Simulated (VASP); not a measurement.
Here is a VASP 6.6.1 calculation.

The input INCAR:

```
SYSTEM = Se
PREC     = Accurate       ! precision mode
ENCUT    = 520            ! plane-wave cutoff, eV
EDIFF    = 1E-7           ! SCF threshold, eV
ISMEAR   = 0              ! smearing method
SIGMA    = 0.15           ! smearing width, eV
LREAL    = .False.        ! projectors in reciprocal space
LASPH    = .True.         ! aspherical terms in the spheres
NELM     = 60             ! most SCF steps
ALGO     = Normal         ! electronic algorithm
ISIF     = 2              ! what is computed and relaxed
LWAVE    = .False.        ! write WAVECAR
LCHARG   = .False.        ! write CHGCAR
NBANDS   = 13             ! bands
```

The input KPOINTS:

```
regular mesh
0
Gamma
  14 14 14
  0 0 0
```

POSCAR

```
Se
1.0
    0.0000000000      3.1255665700      3.1255665700
    3.1255665700      0.0000000000      3.1255665700
    3.1255665700      3.1255665700      0.0000000000
Se
2
Direct
    0.5000000000      0.5000000000      0.5000000000
    0.7500000000      0.7500000000      0.7500000000
```

Potentials or basis: VASP PAW LDA potentials, release 64 (Se).

Command:

```console
$ cat potpaw_LDA.64/Se/POTCAR > POTCAR
$ mpirun -np 1 vasp_std > vasp.out
```

What does it give for the band gap on the k mesh?

Zero (band 6 reaches 2.57 eV, above the bottom of band 7 at 1.48 eV).

Predict the pressure.

-1.6 GPa.
